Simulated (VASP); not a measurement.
Sr, 3 atoms in the cell. It takes space group P6/mmm (No. 191, hexagonal). Conventional cell: a = 5.467 Å, b = 5.467 Å, c = 3.212 Å, α = 90.00°, β = 90.00°, γ = 120.00°. Within 4.2 Å of Sr (site symmetry 6/mmm) lie 14 Sr at 3.21 to 3.54 Å. Within 4.2 Å of Sr (site symmetry -6m2) lie 11 Sr at 3.16 to 3.54 Å.  This cell differs from its parent crystal: volume scaled by 0.5.

```yaml
Program: VASP 6.6.1
Task: single point
Functional: PBE
Potentials_or_basis: VASP PAW PBE potentials, release 64 (Sr_sv)
Cutoff: 520 eV
k_mesh: 5 × 5 × 7
Occupations: fermi-dirac, width 0.1 eV
Spin: no spin polarisation
Dipole_correction: no
Further_INCAR_settings: ALGO = Normal; EDIFF = 1e-06; NBANDS = 22
```

Potentials or basis: VASP PAW PBE potentials, release 64 (Sr_sv).

The run is started by

```console
$ cat potpaw_PBE.64/Sr_sv/POTCAR > POTCAR
$ mpirun -np 1 vasp_std > vasp.out
```

Hardware: 1 thread of Intel(R) Xeon(R) Platinum 8488C (Sapphire Rapids) (shared host).

Problem. How long does it take, and how much memory?

Solution. It took 25 s on 1 thread of Intel(R) Xeon(R) Platinum 8488C (Sapphire Rapids), on a shared host, peak memory 0.2 GiB. Counts: scf iterations 11, k points 20.
